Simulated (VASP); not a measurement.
## TiC: single point with PBEsol+U

The system is TiC.

```xyz
2
Lattice="0.0000 2.1657 2.1657 2.1657 0.0000 2.1657 2.1657 2.1657 0.0000" Properties=species:S:1:pos:R:3 pbc="T T T"
Ti    0.0000    0.0000    0.0000
C     2.1657    2.1657    2.1657
```

```json
{"Program": "VASP 6.6.1", "Task": "single point", "Functional": "PBEsol", "Potentials or basis": "VASP PAW PBE potentials, release 64 (Ti_sv, C_h)", "Cutoff": "910 eV", "k mesh": "9 × 9 × 9", "Occupations": "gaussian, width 0.05 eV", "Spin": "no spin polarisation", "Hubbard terms": "Ti d U = 4.0 eV"}
```

```yaml
Pressure: 5.0 GPa
Band_gap_on_the_k_mesh: zero (band 8 reaches 11.18 eV, above the bottom of band 9 at 9.67 eV)
```

Levels at points of the mesh, in eV from the Fermi level:
```tsv
k point	band 4	band 5	band 6	band 7	band 8	band 9	band 10	band 11	band 12	band 13
(0.00, 0.00, 0.00)	-33.40	-12.59	1.16	1.16	1.16	1.63	1.63	1.63	1.71	1.71
```

Eigenvalues of the final occupation matrices:
```csv
site,spin,trace,eigenvalues
site 1 d,1,0.92,0.12 0.12 0.12 0.28 0.28
site 1 d,2,0.92,0.12 0.12 0.12 0.28 0.28
```

Run time: 40 s on 1 thread of Intel(R) Xeon(R) Platinum 8488C (Sapphire Rapids), on a shared host, peak memory 0.18 GiB.

Caveat: the cutoff is under 1.25 times the usual one of these potentials, so pressure, stress and relaxed cells hold a basis-set (Pulay) error; the PAW data sets were made with another functional, which shifts forces and pressure a little; U without spin polarisation on a metal has little footing; the U is typed as a test and isn't derived for this compound.
